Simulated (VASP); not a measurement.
Write the native input for VASP 6.6.1 that does the following.

```
Task                   : single point
Functional             : PBE
Potentials or basis    : VASP PAW PBE potentials, release 64 (Mg, O)
Cutoff                 : 520 eV
k mesh                 : 10 × 10 × 10
Occupations            : gaussian, width 0.02 eV
Spin                   : no spin polarisation
Dipole correction      : no
Further INCAR settings : ALGO = Normal; EDIFF = 1e-06; NBANDS = 11
```

The structure of MgO (Periclase) lies in POSCAR:

```
MgO
1.0
    0.0000000000      2.1955072985      2.1955072985
    2.1955072985      0.0000000000      2.1955072985
    2.1955072985      2.1955072985      0.0000000000
Mg O
1 1
Direct
    0.0000000000      0.0000000000      0.0000000000
    0.5000000000      0.5000000000      0.5000000000
```

This cell differs from its parent crystal: volume scaled by 1.10.

These files were run (other wordings do the same):

INCAR

```
ALGO = Normal
EDIFF = 1E-6
ENCUT = 520
GGA = PE
ISIF = 2
ISMEAR = 0
LASPH = True
LCHARG = False
LREAL = False
LWAVE = False
NBANDS = 11
NELM = 60
PREC = Accurate
SIGMA = 0.02
```

KPOINTS

```
k-points
0
Gamma
  10 10 10
```

Potentials or basis: VASP PAW PBE potentials, release 64 (Mg, O).

The run is started by

```bash
$ cat potpaw_PBE.64/Mg/POTCAR potpaw_PBE.64/O/POTCAR > POTCAR
$ mpirun -np 1 vasp_std > vasp.out
```

It gave:

```
Pressure               : -12.4 GPa
Band gap on the k mesh : 3.60 eV, direct
```

It took 19 s on 1 thread of AMD EPYC 7R13, with other jobs on the host, peak memory 0.11 GiB.
